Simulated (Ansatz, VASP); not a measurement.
## La in VASP and in Ansatz

```
La
1.0
    -2.16686    2.16686    2.16686
     2.16686   -2.16686    2.16686
     2.16686    2.16686   -2.16686
La
1
Direct
  0.00000 0.00000 0.00000
```

Alike in both runs: task single point; functional BLYP; k mesh 12 × 12 × 12; occupations fermi-dirac, width 0.1 eV; no spin polarisation.

|  | VASP | Ansatz |
| --- | --- | --- |
| version | VASP 6.6.1 | Ansatz 0.2.0 |
| potentials or method | VASP PAW PBE potentials, release 64 (La), cutoff 520 eV | plane waves (420 eV) with PAW, scalar-relativistic |
| valence electrons in the cell | 11 | 11 |

|  | VASP | Ansatz | Ansatz less VASP |
| --- | --- | --- | --- |
| pressure (GPa) | 0.0 | 0.0 | +0.02 |

VASP's potentials were made for PBE, not for BLYP. The functional is the same, so the differences come from potentials, cutoffs and numerics.

Spin-orbit coupling is off throughout.
